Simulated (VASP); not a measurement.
A run of VASP 6.6.1:

File POSCAR:

```
Sb2Ru
1.0
    5.9514000000      0.0000000000      0.0000000000
    0.0000000000      6.6743000000      0.0000000000
    0.0000000000      0.0000000000      3.1790000000
Sb Ru
4 2
Direct
    0.1812000000      0.3590000000      0.0000000000
    0.8188000000      0.6410000000      0.0000000000
    0.6812000000      0.1410000000      0.5000000000
    0.3188000000      0.8590000000      0.5000000000
    0.0000000000      0.0000000000      0.0000000000
    0.5000000000      0.5000000000      0.5000000000
```

File INCAR.step1:

```
PREC = Accurate
ENCUT = 520
ISMEAR = 1
SIGMA = 0.0554
LREAL = F
LASPH = T
NELM = 80
NBANDS = 33
GGA = PE
ALGO = Normal
EDIFF = 1E-4
LWAVE = T
LCHARG = F
```

File INCAR.step2:

```
PREC = Accurate
ENCUT = 520
EDIFF = 1E-6
ISMEAR = 1
SIGMA = 0.0554
LREAL = F
LASPH = T
NELM = 80
ALGO = Normal
ISIF = 2
LWAVE = F
LCHARG = F
METAGGA = R2SCAN
LMIXTAU = T
NBANDS = 33
ISTART = 1
```

KPOINTS

```
regular mesh
0
Gamma
  5 5 9
```

Potentials or basis: VASP PAW PBE potentials, release 64 (Sb, Ru_pv).

Command:

```console
$ cat potpaw_PBE.64/Sb/POTCAR potpaw_PBE.64/Ru_pv/POTCAR > POTCAR
$ cp INCAR.step1 INCAR
$ mpirun -np 1 vasp_std > vasp.out
$ cp INCAR.step2 INCAR
$ mpirun -np 1 vasp_std > vasp.out
```

Hardware: 1 thread of AMD EPYC 9R45 96-Core Processor (Zen 5), with other jobs on the host.

Problem. Estimate the wall time of this run.

Solution. Run time: 5.8 min on 1 thread of AMD EPYC 9R45 96-Core Processor (Zen 5), on a shared host, peak memory 0.31 GiB. Counts: k points 45.
